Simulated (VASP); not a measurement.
Write the native input for VASP 6.6.1 that does the following.

```yaml
Task: single point
Functional: PBE
Potentials_or_basis: VASP PAW PBE potentials, release 64 (Ru_pv, Al)
Cutoff: 520 eV
k_mesh: 13 × 13 × 13
Occupations: fermi-dirac, width 0.1 eV
Spin: no spin polarisation
Dipole_correction: no
Further_INCAR_settings: ALGO = Normal; EDIFF = 1e-07; NBANDS = 16
```

The structure of AlRu (zincblende type) lies in POSCAR:

```
AlRu
1.0
    0.0000000000      2.2194239049      2.2194239049
    2.2194239049      0.0000000000      2.2194239049
    2.2194239049      2.2194239049      0.0000000000
Ru Al
1 1
Direct
    0.0000000000      0.0000000000      0.0000000000
    0.2500000000      0.2500000000      0.2500000000
```

The input as run:

INCAR

```
PREC = Accurate
ENCUT = 520
EDIFF = 1E-7
ISMEAR = -1
SIGMA = 0.1
LREAL = False
LASPH = True
NELM = 100
ALGO = Normal
ISIF = 2
LWAVE = False
LCHARG = False
GGA = PE
NBANDS = 16
```

KPOINTS

```
Automatic mesh
0
Gamma
  13 13 13
```

Potentials or basis: VASP PAW PBE potentials, release 64 (Ru_pv, Al).

Command:

```bash
$ cat potpaw_PBE.64/Ru_pv/POTCAR potpaw_PBE.64/Al/POTCAR > POTCAR
$ mpirun -np 1 vasp_std > vasp.out
```

Results of the run:

The pressure is 192.1 GPa. The band gap on the k mesh is zero (an odd number of electrons rules out a gap without spin polarisation).

Caveat: the cell stands under pressure; an empty level that is flat over the whole mesh can mark a ghost state of the potentials, or a narrow d or f band.

Run time: 8.9 s on 1 thread of Intel(R) Xeon(R) 6975P-C (Granite Rapids) (shared host), peak memory 0.15 GiB.
